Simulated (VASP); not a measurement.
Cr, 2 atoms in the cell. It takes space group Im-3m (No. 229, cubic). Conventional cell: a = 2.969 Å, b = 2.969 Å, c = 2.969 Å, α = 90.00°, β = 90.00°, γ = 90.00°. Cr (site symmetry m-3m) has 14 Cr at 2.57 to 2.97 Å within 3.4 Å. 

- Program: VASP 6.6.1
- Task: single point
- Functional: PBEsol
- Potentials or basis: VASP PAW PBE potentials, release 64 (Cr_pv)
- Cutoff: 520 eV
- k mesh: 9 × 9 × 9
- Occupations: fermi-dirac, width 0.1 eV
- Spin: no spin polarisation
- Dipole correction: no
- Further INCAR settings: ALGO = Normal; EDIFF = 1e-06; NBANDS = 19

Potentials or basis: VASP PAW PBE potentials, release 64 (Cr_pv).

Launch:

```sh
$ cat potpaw_PBE.64/Cr_pv/POTCAR > POTCAR
$ mpirun -np 1 vasp_std > vasp.out
```

Hardware: 1 thread of AMD EPYC 7R13, with other jobs on the host.

Task: Estimate the wall time of this run.

Result: It took 33 s on 1 thread of AMD EPYC 7R13, with other jobs on the host, peak memory 0.11 GiB. Counts: scf iterations 12, k points 35.
